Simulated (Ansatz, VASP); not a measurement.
SiMo3 in VASP and in Ansatz

Contents of INCAR:

```
SYSTEM = SiMo3
PREC     = Accurate       ! precision mode
ENCUT    = 520            ! plane-wave cutoff, eV
EDIFF    = 1E-7           ! SCF threshold, eV
ISMEAR   = 0              ! smearing method
SIGMA    = 0.15           ! smearing width, eV
LREAL    = .False.        ! projectors in reciprocal space
LASPH    = .True.         ! aspherical terms in the spheres
NELM     = 80             ! most SCF steps
ALGO     = Fast           ! electronic algorithm
ISIF     = 2              ! what is computed and relaxed
LWAVE    = .False.        ! write WAVECAR
LCHARG   = .True.         ! write CHGCAR
GGA      = PS             ! functional
LELF     = .True.         ! ELF
LVHAR    = .True.       
NBANDS   = 56             ! bands
```

File KPOINTS:

```
regular mesh
0
Gamma
  8 8 8
  0 0 0
```

File POSCAR:

```
SiMo3
1.0
    4.8615851677      0.0000000000      0.0000000000
    0.0000000000      4.8615851677      0.0000000000
    0.0000000000      0.0000000000      5.2505119811
Si Mo
2 6
Direct
    0.0000000000      0.0000000000      0.0000000000
    0.5000000000      0.5000000000      0.5000000000
    0.2500000000      0.0000000000      0.5000000000
    0.5000000000      0.7500000000      0.0000000000
    0.7500000000      0.0000000000      0.5000000000
    0.5000000000      0.2500000000      0.0000000000
    0.0000000000      0.5000000000      0.7500000000
    0.0000000000      0.5000000000      0.2500000000
```

Input for Ansatz:

```yaml
crystal:
  lattice:
    - [4.8615851677, 0.0, 0.0]
    - [0.0, 4.8615851677, 0.0]
    - [0.0, 0.0, 5.2505119811]
  atoms:
    - { symbol: Si, position: [0.0, 0.0, 0.0] }
    - { symbol: Si, position: [0.5, 0.5, 0.5] }
    - { symbol: Mo, position: [0.25, 0.0, 0.5] }
    - { symbol: Mo, position: [0.5, 0.75, 0.0] }
    - { symbol: Mo, position: [0.75, 0.0, 0.5] }
    - { symbol: Mo, position: [0.5, 0.25, 0.0] }
    - { symbol: Mo, position: [0.0, 0.5, 0.75] }
    - { symbol: Mo, position: [0.0, 0.5, 0.25] }
basis:
  ecutwfc: 420
kpoints:
  mp_grid: { grid: [8, 8, 8] }
hamiltonian:
  xc: pbesol
scf:
  occupations: { method: gaussian, width: 0.15 }
output:
  forces: true
  stress: true
  eigenvalues: true
```

Change from the starting cell: strain +0.000 along x and y, +0.080 along z, atoms carried along.

Alike in both runs: task single point; functional PBEsol; k mesh 8 × 8 × 8; occupations gaussian, width 0.15 eV; no spin polarisation.

```csv
,VASP,Ansatz
version,VASP 6.6.1,Ansatz 0.2.0
potentials or method,"VASP PAW PBE potentials, release 64 (Si, Mo_sv), cutoff 520 eV","scalar-relativistic, plane waves, PAW"
valence electrons in the cell,92,92
```

|  | VASP | Ansatz | Ansatz less VASP |
| --- | --- | --- | --- |
| gap on the k mesh at the Fermi level (eV) | none | none | - |
| pressure (GPa) | -15.5 | -15.9 | -0.44 |
| traceless stress, the component that is largest in VASP (GPa) | -12.64 | -12.51 | +0.126 |
| rms of the force components (eV/Å) | 0.045 | 0.046 | +0.0010 |

VASP's potentials were made for PBE, not for PBEsol. Atom by atom the forces differ by 0.001 eV/Å (rms over components). A gap of «none» marks a metal or a gap that the smearing closes. With one functional, cell and mesh, what is left measures potentials, basis and numerics.
